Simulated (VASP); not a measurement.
MgO:

```
Mg O
1.0
     0.00000    2.10217    2.10217
     2.10217    0.00000    2.10217
     2.10217    2.10217    0.00000
Mg O
1 1
Direct
  0.00000 0.00000 0.00000
  0.50000 0.50000 0.50000
```

Base run:

* Program: VASP 6.6.1
* Functional: r2SCAN
* Potentials or basis: VASP PAW PBE potentials, release 64 (Mg, O)
* Cutoff: 520 eV
* k mesh: 8 × 8 × 8
* Occupations: gaussian, width 0.01 eV
* Spin: no spin polarisation

Its results: band gap on the k mesh 5.66 eV; electronic dielectric tensor (diagonal) 2.92.

Question: The run is repeated on the same cell with these changes: functional from r2SCAN to PBE. What comes out?

Answer: Band gap on the k mesh 4.78 eV; electronic dielectric tensor (diagonal) 3.13.

